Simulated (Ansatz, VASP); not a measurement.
One calculation of Lu, two programs

Contents of INCAR:

```
SYSTEM = Lu
PREC = Accurate ; ENCUT = 520
EDIFF = 1E-7 ; ISMEAR = -1
SIGMA = 0.1 ; LREAL = .FALSE.
LASPH = .TRUE. ; NELM = 100
ALGO = Normal ; ISIF = 2
LWAVE = .FALSE. ; LCHARG = .FALSE.
GGA = B5 ; ALDAX = 1.0
AGGAX = 1.0 ; AGGAC = 1.0
ALDAC = 0.0 ; NBANDS = 18
```

KPOINTS

```
Automatic mesh
0
G
  12 12 12
  0 0 0
```

Contents of POSCAR:

```
Lu
1.0
    0.0000000000      2.4244396724      2.4244396724
    2.4244396724      0.0000000000      2.4244396724
    2.4244396724      2.4244396724      0.0000000000
Lu
1
Direct
    0.0000000000      0.0000000000      0.0000000000
```

Input for Ansatz:

```yaml
crystal:
  lattice:
    - [0.0, 2.4244396724, 2.4244396724]
    - [2.4244396724, 0.0, 2.4244396724]
    - [2.4244396724, 2.4244396724, 0.0]
  atoms:
    - { symbol: Lu, position: [0.0, 0.0, 0.0] }
hamiltonian:
  xc: blyp
  pseudopotentials:
    kind: paw
    azcp:
      Lu: "pseudopotentials/Lu.paw.azcp"
basis:
  ecutwfc: 420
  fft_grid_basis: typed
kpoints:
  mp_grid: { grid: [12, 12, 12], shift: [0, 0, 0] }
magnetization:
  spin_polarized: false
scf:
  occupations: { method: fermi_dirac, width: 0.1 }
  lower_state_search: "off"
output:
  stress: true
```

Alike in both runs: task single point; functional BLYP; k mesh 12 × 12 × 12; occupations fermi-dirac, width 0.1 eV; no spin polarisation.

```csv
,VASP,Ansatz
version,VASP 6.6.1,Ansatz 0.2.0
potentials or method,"VASP PAW PBE potentials, release 64 (Lu), cutoff 520 eV","plane waves (420 eV) with PAW, scalar-relativistic"
valence electrons in the cell,25,25
```

|  | VASP | Ansatz | Ansatz less VASP |
| --- | --- | --- | --- |
| pressure (GPa) | 2.0 | 1.9 | -0.15 |

VASP's potentials were made for PBE, not for BLYP.

Neither program's run includes spin-orbit coupling.
